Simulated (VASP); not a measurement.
# ZnRe (P-6m2) in VASP: further runs

ZnRe is run at these levels: RPBE, PBEsol; tasks: single point.

Program: VASP 6.6.1. These are calculated values, not measurements. Logs are shortened: lines on timing, memory, paths and dates and some standing lists are left out, and cuts for length are marked.

## Step 1: The cell of the first run

The structure is hexagonal, space group P-6m2 (No. 187). The conventional cell has a = 2.748 Å, b = 2.748 Å, c = 4.494 Å, α = 90.00°, β = 90.00°, γ = 120.00°. Within 3.6 Å of Zn (site symmetry -6m2) lie 6 Zn at 2.75 Å and 6 Re at 2.75 Å. Within 3.6 Å of Re (site symmetry -6m2) lie 6 Re at 2.75 Å and 6 Zn at 2.75 Å.

## Step 2: Single point, RPBE

Contents of INCAR:

```
SYSTEM = ZnRe
ALGO = Normal
EDIFF = 1E-7
ENCUT = 520
GGA = RP
ISIF = 2
ISMEAR = -1
LASPH = .TRUE.
LCHARG = .FALSE.
LREAL = .FALSE.
LWAVE = .FALSE.
NBANDS = 16
NELM = 100
PREC = Accurate
SIGMA = 0.1
```

Contents of KPOINTS:

```
k-points
0
G
  14 14 8
  0 0 0
```

Contents of POSCAR:

```
ZnRe
1.0
    2.7482180000      0.0000000000      0.0000000000
   -1.3741090000      2.3800270000      0.0000000000
    0.0000000000      0.0000000000      4.4940660000
Zn Re
1 1
Direct
    0.0000000000      0.0000000000      0.0000000000
    0.3333333333      0.6666666667      0.5000000000
```

Potentials or basis: VASP PAW PBE potentials, release 64 (Zn, Re).

Launch:

```
$ cat potpaw_PBE.64/Zn/POTCAR potpaw_PBE.64/Re/POTCAR > POTCAR
$ mpirun -np 1 vasp_std > vasp.out
```

OUTCAR:

```text
SYSTEM = ZnRe
   EDIFF = 1E-7
   ENCUT = 520
   GGA = RP
   ISIF = 2
   ISMEAR = -1
   LASPH = .TRUE.
   LREAL = .FALSE.
   NELM = 100
   PREC = Accurate

 ion  position               nearest neighbor table
   1  0.000  0.000  0.000-   2 2.75   2 2.75   2 2.75   2 2.75   2 2.75   2 2.75
   2  0.333  0.667  0.500-   1 2.75   1 2.75   1 2.75   1 2.75   1 2.75   1 2.75

  LATTYP: Found a hexagonal cell.
 ALAT       =     2.7482180000
 C/A-ratio  =     1.6352654702

  Lattice vectors:

 A1 = (   2.7482180000,   0.0000000000,   0.0000000000)
 A2 = (  -1.3741090000,   2.3800270000,   0.0000000000)
 A3 = (   0.0000000000,   0.0000000000,   4.4940660000)

Analysis of symmetry for initial positions (statically):
=====================================================================
 Subroutine PRICEL returns:
 Original cell was already a primitive cell.

 Routine SETGRP: Setting up the symmetry group for a
 hexagonal supercell.

 Subroutine GETGRP returns: Found 12 space group operations
 (whereof 12 operations were pure point group operations)
 out of a pool of 24 trial point group operations.

The static configuration has the point symmetry D_3h.

Analysis of symmetry for dynamics (positions and initial velocities):
=====================================================================
 Subroutine PRICEL returns:
 Original cell was already a primitive cell.

 Routine SETGRP: Setting up the symmetry group for a
 hexagonal supercell.

 Subroutine GETGRP returns: Found 12 space group operations
 (whereof 12 operations were pure point group operations)
 out of a pool of 24 trial point group operations.

The dynamic configuration has the point symmetry D_3h.

 Subroutine INISYM returns: Found 12 space group operations
 (whereof 12 operations are pure point group operations),
 and found     1 'primitive' translations

----------------------------------------------------------------------------------------

                                     Primitive cell

  volume of cell :      29.3949

  direct lattice vectors                    reciprocal lattice vectors
     2.748218000  0.000000000  0.000000000     0.363872153  0.210081650  0.000000000
    -1.374109000  2.380027000  0.000000000     0.000000000  0.420163301  0.000000000
     0.000000000  0.000000000  4.494066000     0.000000000  0.000000000  0.222515646

  length of vectors
     2.748218000  2.748218344  4.494066000     0.420163353  0.420163301  0.222515646

  position of ions in fractional coordinates (direct lattice)
     0.000000000  0.000000000  0.000000000
     0.333333333  0.666666667  0.500000000

  ion indices of the primitive-cell ions
   primitive index   ion index
                 1           1
                 2           2

----------------------------------------------------------------------------------------

 KPOINTS: k-points

Automatic generation of k-mesh.
 Grid dimensions read from file:
 generate k-points for:   14   14    8

 Generating k-lattice:

  Cartesian coordinates                     Fractional coordinates (reciprocal lattice)
     0.025990868  0.015005832  0.000000000     0.071428571  0.000000000  0.000000000
     0.000000000  0.030011664  0.000000000     0.000000000  0.071428571  0.000000000
     0.000000000  0.000000000  0.027814456     0.000000000  0.000000000  0.125000000

  Length of vectors
     0.030011668  0.030011664  0.027814456

  Shift w.r.t. Gamma in fractional coordinates (k-lattice)
     0.000000000  0.000000000  0.000000000

 Subroutine IBZKPT returns following result:
 ===========================================

 Found    120 irreducible k-points:

 Following reciprocal coordinates:
            Coordinates               Weight
  0.000000  0.000000  0.000000      1.000000
  0.071429 -0.000000  0.000000      6.000000
  0.142857  0.000000  0.000000      6.000000
  0.214286  0.000000  0.000000      6.000000
  0.285714 -0.000000  0.000000      6.000000
  0.357143 -0.000000  0.000000      6.000000
[... 16 lines left out ...]
  0.285714  0.285714  0.000000      6.000000
  0.357143  0.285714  0.000000      6.000000
 [... further k-points ...]
   k-points           NKPTS =    120   k-points in BZ     NKDIM =    120   number of bands    NBANDS=     16
   number of dos      NEDOS =    301   number of ions     NIONS =      2
   total plane-waves  NPLWV =  14400
   dimension x,y,z NGX =    20 NGY =   20 NGZ =   36
   dimension x,y,z NGXF=    40 NGYF=   40 NGZF=   72
   ions per type =               1   1
   NGX,Y,Z   is equivalent  to a cutoff of  12.10, 12.10, 13.32 a.u.
   NGXF,Y,Z  is equivalent  to a cutoff of  24.20, 24.20, 26.63 a.u.
 SYSTEM =  ZnRe
   PREC   = accura    normal or accurate (medium, high low for compatibility)
   ISTART =      0    job   : 0-new  1-cont  2-samecut
   ICHARG =      2    charge: 1-file 2-atom 10-const
   ISPIN  =      1    spin polarized calculation?
   LNONCOLLINEAR =      F non collinear calculations
   LSORBIT =      F    spin-orbit coupling
   LASPH  =      T    aspherical Exc in radial PAW
   ENCUT  =  520.0 eV  38.22 Ry    6.18 a.u.   5.11  5.11  8.36*2*pi/ulx,y,z
   NELM   =    100;   NELMIN=  2; NELMDL= -5     # of ELM steps
   EDIFF  = 0.1E-06   stopping-criterion for ELM
   LREAL  =      F    real-space projection
   EDIFFG = 0.1E-05   stopping-criterion for IOM
   NSW    =      0    number of steps for IOM
   IBRION =     -1    ionic relax: 0-MD 1-quasi-New 2-CG
   NFREE  =      0    steps in history (QN), initial steepest desc. (CG)
   ISIF   =      2    stress and relaxation
   ISYM   =      2    0-nonsym 1-usesym 2-fastsym
   POTIM  = 0.5000    time-step for ionic-motion
   TEBEG  =    0.0;   TEEND  =   0.0 temperature during run
   PSTRESS=    0.0 pullay stress
   NELECT =      19.0000    total number of electrons
   NUPDOWN=      -1.0000    fix difference up-down
   EMIN   =  10.00;   EMAX   =-10.00  energy-range for DOS
   EFERMI =   0.00;   METHOD = LEGACY
   ISMEAR =    -1;   SIGMA  =   0.10  broadening in eV -4-tet -1-fermi 0-gaus
   EFERMI_NEDOS =   21; number of points for ismear=-14 and -15
   IALGO  =     38    algorithm
   IMIX   =      4    mixing-type and parameters
     AMIX     =   0.40;   BMIX     =  1.00
     AMIX_MAG =   1.60;   BMIX_MAG =  1.00
  volume/ion in A,a.u.               =      14.70        99.18
  Fermi-wavevector in a.u.,A,eV,Ry     =   1.415474  2.674858 27.260175  2.003566
  Thomas-Fermi vector in A             =   2.536909
   LORBIT       =      0    0 simple, 1 ext, 2 COOP (PROOUT), +10 PAW based schemes
   GGA     = RP    functional components
   LHFCALC =     F    Hartree Fock is set to
   AEXX    =    0.0000 exact exchange contribution
   IVDW    =     0    specifies the selected vdW correction
   LEPSILON=     F    determine dielectric tensor
   LRPA    =     F    only Hartree local field effects (RPA)
 non-spin polarized calculation
  energy-cutoff  :      520.00
  volume of cell :       29.39
 maximum number of plane-waves:       803
   NGX = 11   NGY = 11   NGZ = 17

 number of electron      19.0000013 magnetization

 Free energy of the ion-electron system (eV)
  ---------------------------------------------------
  ext. energy  EPLUGINS =         0.00000000
  ---------------------------------------------------
  free energy    TOTEN  =       -12.08471685 eV

  energy without entropy =      -12.04316044  energy(sigma->0) =      -12.06393865

 E-fermi :   5.6460     XC(G=0): -12.7070

 val. band max:        5.6455152263   @ k =   0.3571   0.0714   0.5000
 cond. band min:       5.6824068802   @ k =   0.2857   0.1429   0.1250
 fundamental gap:      0.0368916539
 Fermi energy:         5.6459795836

 k-point     1 :       0.0000    0.0000    0.0000
  band No.  band energies     occupation
      1      -4.6063      2.00000
      2      -2.2616      2.00000
      3      -1.6425      2.00000
      4      -1.6425      2.00000
      5      -1.2552      2.00000
      6      -1.2552      2.00000
[... 8 lines left out ...]
     15      22.9004      0.00000
     16      22.9013      0.00000

 k-point     2 :       0.0714   -0.0000    0.0000
  band No.  band energies     occupation
      1      -4.4395      2.00000
      2      -2.2059      2.00000
      3      -1.6615      2.00000
      4      -1.6123      2.00000
      5      -1.2931      2.00000
      6      -1.2639      2.00000
[... 8 lines left out ...]
     15      21.3993      0.00000
     16      21.8838      0.00000

 k-point     3 :       0.1429    0.0000    0.0000
  band No.  band energies     occupation
      1      -3.9590      2.00000
      2      -2.0763      2.00000
      3      -1.7006      2.00000
      4      -1.5266      2.00000
      5      -1.3981      2.00000
      6      -1.2882      2.00000
[... 8 lines left out ...]
     15      20.3332      0.00000
     16      21.7093      0.00000

 k-point     4 :       0.2143    0.0000    0.0000
  band No.  band energies     occupation
      1      -3.2337      2.00000
      2      -1.9776      2.00000
      3      -1.6746      2.00000
      4      -1.5470      2.00000
      5      -1.4000      2.00000
      6      -1.3234      2.00000
[... 8 lines left out ...]
     15      18.8916      0.00000
     16      21.6677      0.00000

 k-point     5 :       0.2857   -0.0000    0.0000
  band No.  band energies     occupation
      1      -2.4970      2.00000
      2      -1.9326      2.00000
      3      -1.7094      2.00000
      4      -1.4208      2.00000
      5      -1.3628      2.00000
      6      -1.2554      2.00000
[... 8 lines left out ...]
     15      17.6453      0.00000
     16      20.2683      0.00000

 k-point     6 :       0.3571   -0.0000    0.0000
  band No.  band energies     occupation
      1      -2.2828      2.00000
      2      -1.8537      2.00000
      3      -1.7812      2.00000
      4      -1.3985      2.00000
      5      -1.1211      2.00000
      6      -0.6895      2.00000
[... 8 lines left out ...]
     15      16.6218      0.00000
     16      19.2360      0.00000

 k-point     7 :       0.4286    0.0000    0.0000
  band No.  band energies     occupation
      1      -2.3010      2.00000
      2      -1.9529      2.00000
      3      -1.6991      2.00000
      4      -1.4233      2.00000
      5      -1.0257      2.00000
      6       0.0615      2.00000
[... 8 lines left out ...]
     15      15.8745      0.00000
     16      18.5259      0.00000

 k-point     8 :       0.5000   -0.0000    0.0000
  band No.  band energies     occupation
      1      -2.3161      2.00000
      2      -1.9882      2.00000
      3      -1.6784      2.00000
      4      -1.4321      2.00000
      5      -0.9911      2.00000
      6       0.2695      2.00000
[... 8 lines left out ...]
     15      15.5745      0.00000
     16      17.2145      0.00000

 k-point     9 :       0.0714    0.0714    0.0000
  band No.  band energies     occupation
      1      -4.1153      2.00000
      2      -2.1116      2.00000
      3      -1.6982      2.00000
      4      -1.5489      2.00000
      5      -1.3629      2.00000
      6      -1.2821      2.00000
[... 8 lines left out ...]
     15      19.5995      0.00000
     16      22.0763      0.00000
[... 172 lines left out ...]
 k-point    19 :       0.4286    0.1429    0.0000
  band No.  band energies     occupation
      1      -2.1652      2.00000
      2      -1.9619      2.00000
      3      -1.6058      2.00000
      4      -1.5111      2.00000
      5      -1.2249      2.00000
      6       0.9731      2.00000
[... 8 lines left out ...]
     15      14.3796      0.00000
     16      17.2814      0.00000

 k-point    20 :       0.2143    0.2143    0.0000
  band No.  band energies     occupation
      1      -1.9583      2.00000
      2      -1.8233      2.00000
      3      -1.6893      2.00000
      4      -1.6381      2.00000
      5      -1.4898      2.00000
      6      -0.0606      2.00000
[... 8 lines left out ...]
     15      13.1063      0.00000
     16      19.6833      0.00000

 k-point    21 :       0.2857    0.2143    0.0000
  band No.  band energies     occupation
      1      -1.9763      2.00000
      2      -1.8938      2.00000
      3      -1.6188      2.00000
      4      -1.5454      2.00000
      5      -1.4869      2.00000
      6       1.0131      2.00000
[... 8 lines left out ...]
     15      13.7493      0.00000
     16      19.0242      0.00000

 k-point    22 :       0.3571    0.2143    0.0000
  band No.  band energies     occupation
      1      -2.0046      2.00000
      2      -1.9332      2.00000
      3      -1.5751      2.00000
      4      -1.5735      2.00000
      5      -1.4200      2.00000
      6       1.7006      2.00000
[... 8 lines left out ...]
     15      15.4717      0.00000
     16      17.5383      0.00000

 k-point    23 :       0.2857    0.2857    0.0000
  band No.  band energies     occupation
      1      -1.9158      2.00000
      2      -1.8864      2.00000
      3      -1.6051      2.00000
      4      -1.6034      2.00000
      5      -1.5111      2.00000
      6       2.2102      2.00000
[... 8 lines left out ...]
     15      15.6863      0.00000
     16      18.0765      0.00000

 k-point    24 :       0.3571    0.2857    0.0000
  band No.  band energies     occupation
      1      -1.9221      2.00000
      2      -1.8531      2.00000
      3      -1.6276      2.00000
      4      -1.5955      2.00000
      5      -1.5262      2.00000
      6       2.6212      2.00000
[... 8 lines left out ...]
     15      16.8879      0.00000
     16      17.6991      0.00000

 [... further k-points ...]

------------------------ aborting loop because EDIFF is reached ----------------------------------------

  FORCE on cell =-STRESS in cart. coord.  units (eV):
  Direction    XX          YY          ZZ          XY          YZ          ZX
  --------------------------------------------------------------------------------------
  -------------------------------------------------------------------------------------
  Total        0.4329701      0.4329702      0.4274745      0.0000000      0.0000000      0.0000000
  in kB       23.5991295     23.5991374     23.2995912      0.0000000      0.0000000      0.0000000
  external PRESSURE =      23.4992860 kB  Pullay stress =       0.0000000 kB

 VOLUME and BASIS-vectors are now :
 -----------------------------------------------------------------------------
  energy-cutoff  :      520.00
  volume of cell :       29.39
      direct lattice vectors                 reciprocal lattice vectors
     2.748218000  0.000000000  0.000000000     0.363872153  0.210081650  0.000000000
    -1.374109000  2.380027000  0.000000000     0.000000000  0.420163301  0.000000000
     0.000000000  0.000000000  4.494066000     0.000000000  0.000000000  0.222515646

 POSITION                                       TOTAL-FORCE (eV/Angst)
 -----------------------------------------------------------------------------------
      0.00000      0.00000      0.00000         0.000000     -0.000000      0.000000
     -0.00000      1.58668      2.24703        -0.000000      0.000000      0.000000
 -----------------------------------------------------------------------------------
    total drift:                               -0.000000      0.000003      0.000000

  FREE ENERGIE OF THE ION-ELECTRON SYSTEM (eV)
  ---------------------------------------------------
  free  energy   TOTEN  =       -12.0847168512 eV

  energy  without entropy=      -12.0431604437  energy(sigma->0) =      -12.06393865
```

It took 32 s on 1 thread of Intel Xeon Platinum 8488C (Sapphire Rapids), shared host; peak memory 0.19 GiB.

What came out:

```
Free energy : -12.0847 eV
Pressure    : 2.3 GPa
```

Levels at points of the mesh, in eV from the Fermi level:
```tsv
k point	band 8	band 9	band 10	band 11	band 12	band 13
(0.00, 0.00, 0.00)	-1.56	-1.26	-1.26	1.70	1.70	4.75
(0.50, 0.00, 0.00)	-3.27	-1.62	0.75	4.15	4.95	6.35
(0.00, 0.00, 0.50)	-3.13	-1.17	-1.17	1.64	1.64	9.49
(0.50, 0.00, 0.50)	-1.37	-0.48	0.26	1.10	4.14	4.16
```

Caveat: the PAW data sets were made with another functional, which shifts forces and pressure a little; spin-orbit coupling is left out, which moves the levels of the heavy elements.

## Step 3: Single point, PBEsol

Contents of INCAR:

```
SYSTEM = ZnRe
ALGO = Normal ; EDIFF = 1E-6
ENCUT = 520 ; GGA = PS
ISIF = 2 ; ISMEAR = -1
LASPH = .TRUE. ; LCHARG = .FALSE.
LREAL = .FALSE. ; LWAVE = .FALSE.
NBANDS = 16 ; NELM = 100
PREC = Accurate ; SIGMA = 0.1
```

KPOINTS is that of step 2.

POSCAR is that of step 2.

Potentials or basis: VASP PAW PBE potentials, release 64 (Zn, Re).

Launch:

```
$ cat potpaw_PBE.64/Zn/POTCAR potpaw_PBE.64/Re/POTCAR > POTCAR
$ mpirun -np 1 vasp_std > vasp.out
```

Wall time 28 s (1 thread of Intel Xeon Platinum 8488C (Sapphire Rapids), shared host); peak memory 0.18 GiB.

The run converged. Its results:

- Free energy: -14.4605 eV
- Pressure: -9.0 GPa

Levels at points of the mesh, in eV from the Fermi level:
```
           k point  band 8  band 9  band 10  band 11  band 12  band 13
(0.00, 0.00, 0.00)   -1.55   -1.26    -1.26     1.69     1.69     4.73
(0.50, 0.00, 0.00)   -3.26   -1.64     0.74     4.17     4.97     6.36
(0.00, 0.00, 0.50)   -3.11   -1.17    -1.17     1.63     1.63     9.51
(0.50, 0.00, 0.50)   -1.39   -0.46     0.24     1.12     4.08     4.17
```

Caveat: the PAW data sets were made with another functional, which shifts forces and pressure a little; spin-orbit coupling is left out, which moves the levels of the heavy elements.
